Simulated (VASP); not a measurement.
# La (P6_3/mmc) in VASP: a series of runs

The runs below take La through relaxation of cell and atoms, with PBEsol, LDA.

Program: VASP 6.6.1. These are calculated values, not measurements. Logs are shortened: lines on timing, memory, paths and dates and some standing lists are left out, and cuts for length are marked.

**1. The cell of the first run**

The structure is hexagonal, space group P6_3/mmc (No. 194). Conventional cell: a = 3.796 Å, b = 3.796 Å, c = 12.041 Å, α = 90.00°, β = 90.00°, γ = 120.00°. Within 4.9 Å of La (site symmetry -3m) lie 12 La at 3.72 to 3.80 Å. Within 4.9 Å of La (site symmetry -6m2) lie 12 La at 3.72 to 3.80 Å.

**2. Relaxation of cell and atoms, PBEsol**

INCAR

```
SYSTEM = La
PREC     = Accurate       ! precision mode
ENCUT    = 600            ! plane-wave cutoff, eV
EDIFF    = 1E-7           ! SCF threshold, eV
ISMEAR   = 0              ! smearing method
SIGMA    = 0.1            ! smearing width, eV
LREAL    = .FALSE.        ! projectors in reciprocal space
LASPH    = .TRUE.         ! aspherical terms in the spheres
NELM     = 60             ! most SCF steps
ALGO     = Fast           ! electronic algorithm
ISIF     = 3              ! what is computed and relaxed
LWAVE    = .FALSE.        ! write WAVECAR
LCHARG   = .FALSE.        ! write CHGCAR
GGA      = PS             ! functional
IBRION   = 2              ! ionic algorithm
NSW      = 90             ! ionic steps
EDIFFG   = -0.005         ! ionic threshold
```

KPOINTS

```
regular mesh
0
G
  12 12 4
  0 0 0
```

POSCAR

```
La
1.0
    3.7963115000      0.0000000000      0.0000000000
   -1.8981557500      3.2877022000      0.0000000000
    0.0000000000      0.0000000000     12.0412575300
La
4
Direct
    0.0000000000      0.0000000000      0.0000000000
    0.0000000000      0.0000000000      0.5000000000
    0.3333333300      0.6666666700      0.2500000000
    0.6666666700      0.3333333300      0.7500000000
```

Potentials or basis: VASP PAW PBE potentials, release 64 (La).

Launch:

```console
$ cat potpaw_PBE.64/La/POTCAR > POTCAR
$ mpirun -np 1 vasp_std > vasp.out
```

OUTCAR:

```text
SYSTEM = La
   PREC = Accurate
   ENCUT = 600
   EDIFF = 1E-7
   ISMEAR = 0
   LREAL = .FALSE.
   LASPH = .TRUE.
   NELM = 60
   ISIF = 3
   GGA = PS
   IBRION = 2
   NSW = 90
   EDIFFG = -0.005

 ion  position               nearest neighbor table
   1  0.000  0.000  0.000-
   2  0.000  0.000  0.500-
   3  0.333  0.667  0.250-
   4  0.667  0.333  0.750-

  LATTYP: Found a hexagonal cell.
 ALAT       =     3.7963115000
 C/A-ratio  =     3.1718307441

  Lattice vectors:

 A1 = (   3.7963115000,   0.0000000000,   0.0000000000)
 A2 = (  -1.8981557500,   3.2877022000,   0.0000000000)
 A3 = (   0.0000000000,   0.0000000000,  12.0412575300)

Analysis of symmetry for initial positions (statically):
=====================================================================
 Subroutine PRICEL returns:
 Original cell was already a primitive cell.

 Routine SETGRP: Setting up the symmetry group for a
 hexagonal supercell.

 Subroutine GETGRP returns: Found 24 space group operations
 (whereof 12 operations were pure point group operations)
 out of a pool of 24 trial point group operations.

The static configuration has the point symmetry D_3d.
 The point group associated with its full space group is D_6h.

Analysis of symmetry for dynamics (positions and initial velocities):
=====================================================================
 Subroutine PRICEL returns:
 Original cell was already a primitive cell.

 Routine SETGRP: Setting up the symmetry group for a
 hexagonal supercell.

 Subroutine GETGRP returns: Found 24 space group operations
 (whereof 12 operations were pure point group operations)
 out of a pool of 24 trial point group operations.

The dynamic configuration has the point symmetry D_3d.
 The point group associated with its full space group is D_6h.

 Subroutine INISYM returns: Found 24 space group operations
 (whereof 12 operations are pure point group operations),
 and found     1 'primitive' translations

----------------------------------------------------------------------------------------

                                     Primitive cell

  volume of cell :     150.2886

  direct lattice vectors                    reciprocal lattice vectors
     3.796311500  0.000000000  0.000000000     0.263413579  0.152081901  0.000000000
    -1.898155750  3.287702200  0.000000000     0.000000000  0.304163802  0.000000000
     0.000000000  0.000000000 12.041257530     0.000000000  0.000000000  0.083047804

  length of vectors
     3.796311500  3.796311500 12.041257530     0.304163802  0.304163802  0.083047804

  position of ions in fractional coordinates (direct lattice)
     0.000000000  0.000000000  0.000000000
     0.000000000  0.000000000  0.500000000
     0.333333330  0.666666670  0.250000000
     0.666666670  0.333333330  0.750000000

  ion indices of the primitive-cell ions
   primitive index   ion index
                 1           1
                 2           2
                 3           3
                 4           4

----------------------------------------------------------------------------------------

 KPOINTS: regular mesh

Automatic generation of k-mesh.
 Grid dimensions read from file:
 generate k-points for:   12   12    4

 Generating k-lattice:

  Cartesian coordinates                     Fractional coordinates (reciprocal lattice)
     0.021951132  0.012673492  0.000000000     0.083333333  0.000000000  0.000000000
     0.000000000  0.025346983  0.000000000     0.000000000  0.083333333  0.000000000
     0.000000000  0.000000000  0.020761951     0.000000000  0.000000000  0.250000000

  Length of vectors
     0.025346983  0.025346983  0.020761951

  Shift w.r.t. Gamma in fractional coordinates (k-lattice)
     0.000000000  0.000000000  0.000000000

 Subroutine IBZKPT returns following result:
 ===========================================

 Found     57 irreducible k-points:

 Following reciprocal coordinates:
            Coordinates               Weight
  0.000000  0.000000  0.000000      1.000000
  0.083333  0.000000  0.000000      6.000000
  0.166667  0.000000  0.000000      6.000000
  0.250000  0.000000  0.000000      6.000000
  0.333333  0.000000  0.000000      6.000000
  0.416667  0.000000  0.000000      6.000000
[... 16 lines left out ...]
  0.250000  0.000000  0.250000     12.000000
  0.333333  0.000000  0.250000     12.000000
 [... further k-points ...]
   k-points           NKPTS =     57   k-points in BZ     NKDIM =     57   number of bands    NBANDS=     26
   number of dos      NEDOS =    301   number of ions     NIONS =      4
   total plane-waves  NPLWV =  86400
   dimension x,y,z NGX =    30 NGY =   30 NGZ =   96
   dimension x,y,z NGXF=    60 NGYF=   60 NGZF=  192
   ions per type =               4
   NGX,Y,Z   is equivalent  to a cutoff of  13.14, 13.14, 13.25 a.u.
   NGXF,Y,Z  is equivalent  to a cutoff of  26.27, 26.27, 26.51 a.u.
 SYSTEM =  La
   PREC   = accura    normal or accurate (medium, high low for compatibility)
   ISTART =      0    job   : 0-new  1-cont  2-samecut
   ICHARG =      2    charge: 1-file 2-atom 10-const
   ISPIN  =      1    spin polarized calculation?
   LNONCOLLINEAR =      F non collinear calculations
   LSORBIT =      F    spin-orbit coupling
   LASPH  =      T    aspherical Exc in radial PAW
   ENCUT  =  600.0 eV  44.10 Ry    6.64 a.u.   7.58  7.58 24.05*2*pi/ulx,y,z
   NELM   =     60;   NELMIN=  2; NELMDL= -5     # of ELM steps
   EDIFF  = 0.1E-06   stopping-criterion for ELM
   LREAL  =      F    real-space projection
   EDIFFG = -.5E-02   stopping-criterion for IOM
   NSW    =     90    number of steps for IOM
   IBRION =      2    ionic relax: 0-MD 1-quasi-New 2-CG
   NFREE  =      1    steps in history (QN), initial steepest desc. (CG)
   ISIF   =      3    stress and relaxation
   ISYM   =      2    0-nonsym 1-usesym 2-fastsym
   POTIM  = 0.5000    time-step for ionic-motion
   TEBEG  =    0.0;   TEEND  =   0.0 temperature during run
   PSTRESS=    0.0 pullay stress
   NELECT =      44.0000    total number of electrons
   NUPDOWN=      -1.0000    fix difference up-down
   EMIN   =  10.00;   EMAX   =-10.00  energy-range for DOS
   EFERMI =   0.00;   METHOD = LEGACY
   ISMEAR =     0;   SIGMA  =   0.10  broadening in eV -4-tet -1-fermi 0-gaus
   EFERMI_NEDOS =   21; number of points for ismear=-14 and -15
   IALGO  =     68    algorithm
   IMIX   =      4    mixing-type and parameters
     AMIX     =   0.40;   BMIX     =  1.00
     AMIX_MAG =   1.60;   BMIX_MAG =  1.00
  volume/ion in A,a.u.               =      37.57       253.55
  Fermi-wavevector in a.u.,A,eV,Ry     =   1.087052  2.054230 16.077762  1.181682
  Thomas-Fermi vector in A             =   2.223203
   LORBIT       =      0    0 simple, 1 ext, 2 COOP (PROOUT), +10 PAW based schemes
   GGA     = PS    functional components
   LHFCALC =     F    Hartree Fock is set to
   AEXX    =    0.0000 exact exchange contribution
   IVDW    =     0    specifies the selected vdW correction
   LEPSILON=     F    determine dielectric tensor
   LRPA    =     F    only Hartree local field effects (RPA)
 conjugate gradient relaxation of ions
 non-spin polarized calculation
 RMM-DIIS sequential band-by-band and
 Gauss-broadening in eV      SIGMA  =   0.10
  energy-cutoff  :      600.00
  volume of cell :      150.29
 maximum number of plane-waves:      5059
   NGX = 15   NGY = 15   NGZ = 49

--------------------------------------- Ionic step        1  -------------------------------------------

 number of electron      44.0000000 magnetization

 Free energy of the ion-electron system (eV)
  ---------------------------------------------------
  ext. energy  EPLUGINS =         0.00000000
  ---------------------------------------------------
  free energy    TOTEN  =       -21.29177362 eV

  energy without entropy =      -21.25693222  energy(sigma->0) =      -21.27435292

------------------------ aborting loop EDIFF was not reached (unconverged)  ----------------------------

  FORCE on cell =-STRESS in cart. coord.  units (eV):
  Direction    XX          YY          ZZ          XY          YZ          ZX
  --------------------------------------------------------------------------------------
  -------------------------------------------------------------------------------------
  Total       -2.3634805     -2.3634805     -1.7889980      0.0000000      0.0000000      0.0000000
  in kB      -25.1962813    -25.1962814    -19.0719140      0.0000000      0.0000000      0.0000000
  external PRESSURE =     -23.1548256 kB  Pullay stress =       0.0000000 kB
[... 25 lines left out ...]
--------------------------------------- Ionic step        2  -------------------------------------------

 number of electron      44.0000004 magnetization

 E-fermi :   8.4217     XC(G=0):  -9.9652

 val. band max:        8.4206168020   @ k =   0.3333   0.1667   0.2500
 cond. band min:       8.4429166221   @ k =   0.2500   0.2500   0.2500
 fundamental gap:      0.0222998201
 Fermi energy:         8.4216868435

 k-point     1 :       0.0000    0.0000    0.0000
  band No.  band energies     occupation
      1     -24.3669      2.00000
      2     -24.2359      2.00000
      3     -24.2247      2.00000
      4     -24.0875      2.00000
      5      -8.8825      2.00000
      6      -8.0678      2.00000
[... 685 lines left out ...]
     25       9.4317      0.00000
     26       9.7460      0.00000

 [... further k-points ...]

------------------------ aborting loop EDIFF was not reached (unconverged)  ----------------------------

  FORCE on cell =-STRESS in cart. coord.  units (eV):
  Direction    XX          YY          ZZ          XY          YZ          ZX
  --------------------------------------------------------------------------------------
  -------------------------------------------------------------------------------------
  Total       -0.5149728     -0.5149728     -0.2065386      0.0000000      0.0000000      0.0000000
  in kB       -5.9451231     -5.9451231     -2.3843922      0.0000000      0.0000000      0.0000000
  external PRESSURE =      -4.7582128 kB  Pullay stress =       0.0000000 kB
[... 215 lines left out ...]
--------------------------------------- Ionic step        8  -------------------------------------------

 number of electron      44.0000008 magnetization

 Free energy of the ion-electron system (eV)
  ---------------------------------------------------
  ext. energy  EPLUGINS =         0.00000000
  ---------------------------------------------------
  free energy    TOTEN  =       -21.40280356 eV

  energy without entropy =      -21.37111521  energy(sigma->0) =      -21.38695939

 E-fermi :   8.6105     XC(G=0): -10.0426

 val. band max:        8.6093128375   @ k =   0.3333   0.3333   0.5000
 cond. band min:       8.6295273964   @ k =   0.2500   0.0833   0.2500
 fundamental gap:      0.0202145589
 Fermi energy:         8.6104703656

 k-point     1 :       0.0000    0.0000    0.0000
  band No.  band energies     occupation
      1     -24.1612      2.00000
      2     -24.0239      2.00000
      3     -24.0128      2.00000
      4     -23.8688      2.00000
      5      -8.7122      2.00000
      6      -7.8662      2.00000
[... 685 lines left out ...]
     25       9.6664      0.00000
     26       9.8830      0.00000

 [... further k-points ...]

------------------------ aborting loop because EDIFF is reached ----------------------------------------

  FORCE on cell =-STRESS in cart. coord.  units (eV):
  Direction    XX          YY          ZZ          XY          YZ          ZX
  --------------------------------------------------------------------------------------
  -------------------------------------------------------------------------------------
  Total        0.0019284      0.0019284      0.0060160      0.0000000      0.0000000      0.0000000
  in kB        0.0226748      0.0226748      0.0707378      0.0000000      0.0000000      0.0000000
  external PRESSURE =       0.0386958 kB  Pullay stress =       0.0000000 kB
[... 19 lines left out ...]
  FREE ENERGIE OF THE ION-ELECTRON SYSTEM (eV)
  ---------------------------------------------------
  free  energy   TOTEN  =       -21.4028035634 eV

  energy  without entropy=      -21.3711152140  energy(sigma->0) =      -21.38695939

 reached required accuracy - stopping structural energy minimisation
```

Wall time 76 min (1 thread of Intel Xeon Platinum 8375C at 2.90GHz (Ice Lake), shared host); peak memory 0.48 GiB.

Results:

```
Free energy                           : -21.4028 eV
Relaxed volume                        : 34.07 Å³/atom
Relaxed cell                          : a = 3.657 Å, b = 3.657 Å, c = 11.763 Å, α = 90.00°, β = 90.00°, γ = 120.00°
Space group after relaxing (to 0.1 Å) : P6_3/mmc (No. 194)
Energy gained by relaxing             : 27.8 meV/atom
Ionic steps                           : 8
Pressure after relaxing               : 0.0 GPa
Band gap on the k mesh                : zero (bands 22 and 23 overlap by 1.27 eV)
```

Step by step:
```tsv
step	energy change (eV)	largest force (eV/Å)	pressure (GPa)	volume (Å³)
1	0.0000	0.0000	-2.32	150.29
2	-0.1067	0.0000	-0.48	138.78
3	-0.1106	0.0000	0.00	136.46
4	-0.1106	0.0000	0.03	136.19
5	-0.1110	0.0000	0.02	136.23
6	-0.1110	0.0000	0.01	136.25
7	-0.1110	0.0000	-0.02	136.27
8	-0.1110	0.0000	0.00	136.26
```

Final structure:
```
La
1.0
     3.65725    0.00000    0.00000
    -1.82862    3.16727    0.00000
     0.00000    0.00000   11.76335
La
4
Direct
  0.00000 0.00000 0.00000
  0.00000 0.00000 0.50000
  0.33333 0.66667 0.25000
  0.66667 0.33333 0.75000
```

Caveat: the PAW data sets were made with another functional, which shifts forces and pressure a little; spin-orbit coupling is left out, which moves the levels of the heavy elements.

**3. Relaxation of cell and atoms, LDA**

INCAR: that of step 2 with these lines changed.

```diff
@@ -13,3 +13,3 @@
 LCHARG   = .FALSE.        ! write CHGCAR
-GGA      = PS             ! functional
+GGA      = CA             ! functional
 IBRION   = 2              ! ionic algorithm
```

KPOINTS is that of step 2.

POSCAR is that of step 2.

Potentials or basis: VASP PAW LDA potentials, release 64 (La).

Launch:

```console
$ cat potpaw_LDA.64/La/POTCAR > POTCAR
$ mpirun -np 1 vasp_std > vasp.out
```

Run time: 82 min. Hardware: 1 thread of Intel Xeon Platinum 8375C at 2.90GHz (Ice Lake), shared host; peak memory 0.42 GiB.

The run converged. Its results:

- Free energy: -22.3470 eV
- Relaxed volume: 32.12 Å³/atom
- Relaxed cell: a = 3.588 Å, b = 3.588 Å, c = 11.524 Å, α = 90.00°, β = 90.00°, γ = 120.00°
- Space group after relaxing (to 0.1 Å): P6_3/mmc (No. 194)
- Energy gained by relaxing: 69.8 meV/atom
- Ionic steps: 19
- Pressure after relaxing: 0.0 GPa
- Band gap on the k mesh: zero (bands 22 and 23 overlap by 1.21 eV)

Step by step:
```
step  energy change (eV)  largest force (eV/Å)  pressure (GPa)  volume (Å³)
   1              0.0000                0.0000           -3.73       150.29
   2             -0.2704                0.0000           -0.71       132.06
   3             -0.2788                0.0000           -0.12       129.13
   4             -0.2790                0.0000            0.01       128.50
   5             -0.2793                0.0000            0.02       128.52
   6             -0.2794                0.0000           -0.02       128.53
   7             -0.2794                0.0000           -0.01       128.53
   8             -0.2794                0.0000           -0.03       128.53
   9             -0.2793                0.0000            0.02       128.40
  10             -0.2794                0.0000            0.04       128.46
  11             -0.2794                0.0000           -0.03       128.49
  12             -0.2794                0.0000            0.04       128.48
  13             -0.2794                0.0000            0.02       128.49
  14             -0.2794                0.0000            0.01       128.49
  15             -0.2794                0.0000            0.02       128.49
  16             -0.2794                0.0000           -0.01       128.49
  17             -0.2793                0.0000            0.03       128.42
  18             -0.2794                0.0000            0.05       128.47
  19             -0.2794                0.0000            0.00       128.48
```

Final structure:
```xyz
4
Lattice="3.5881 0.0000 0.0000 -1.7940 3.1074 0.0000 0.0000 0.0000 11.5236" Properties=species:S:1:pos:R:3 pbc="T T T"
La    0.0000    0.0000    0.0000
La    0.0000    0.0000    5.7618
La    0.0000    2.0716    2.8809
La    1.7940    1.0358    8.6427
```

Levels at points of the mesh, in eV from the Fermi level:
```tsv
k point	band 19	band 20	band 21	band 22	band 23	band 24	band 25	band 26
(0.00, 0.00, 0.00)	-1.72	-1.70	0.60	0.77	1.22	1.23	1.25	1.25
(0.50, 0.00, 0.00)	-1.85	-1.29	-0.86	-0.29	-0.23	0.47	1.14	1.17
(0.00, 0.00, 0.50)	-1.81	-1.81	0.70	0.70	1.30	1.30	1.32	1.32
(0.50, 0.00, 0.50)	-1.54	-1.54	-1.33	-1.33	0.61	0.61	1.36	1.36
```

Caveat: spin-orbit coupling is left out, which moves the levels of the heavy elements.
